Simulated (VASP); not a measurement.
Runs of VASP 6.6.1 on W. The structure is that of space group Im-3m (No. 229), or close to it. The cells are those of the table. 

```csv
cell,gap on the mesh (eV),pressure (GPa)
"a = 2.652 Å, angles 110.2, 110.2, 108.1°, 1 atom",none,46.8
"a = 2.721 Å, angles 110.2, 110.2, 108.1°, 1 atom",none,(b)
"a = 2.744 Å, angles 108.8, 108.8, 110.8°, 1 atom",none,5.3
"a = 2.744 Å, angles 110.8, 110.8, 106.7°, 1 atom",none,5.8
"a = 2.721 Å, angles 108.1, 108.1, 112.2°, 1 atom",none,(c)
"a = 2.882 Å, angles 108.8, 108.8, 110.8°, 1 atom",none,-30.0
"a = 2.675 Å, angles 110.9, 110.9, 106.7°, 1 atom",none,35.3
"a = 2.675 Å, angles 108.8, 108.8, 110.9°, 1 atom",none,(a)
```

Alike in all rows: task single point; level PBE; potentials or basis VASP PAW PBE potentials, release 64 (W_sv); no spin polarisation; k mesh 20 × 20 × 20; cutoff (eV) 520; smearing gaussian 0.15 eV.

Q: Fill in the values left out.

A: (a) 34.7; (b) 14.1; (c) 14.7.

Caveats: spin-orbit coupling is left out, which moves the levels of the heavy elements; the stress differs along the axes, from 40 to 50 GPa (at least some runs); the stress differs along the axes, from 8 to 17 GPa (at least some runs); the stress differs along the axes, from 2 to 11 GPa (at least some runs); the stress differs along the axes, from -5 to 11 GPa (at least some runs); the stress differs along the axes, from 8 to 27 GPa (at least some runs); the stress differs along the axes, from -32 to -26 GPa (at least some runs).

A k mesh can miss the band edges, and the runs leave out spin-orbit coupling on W.

A gap of «none» marks levels without a gap at the run's occupations.
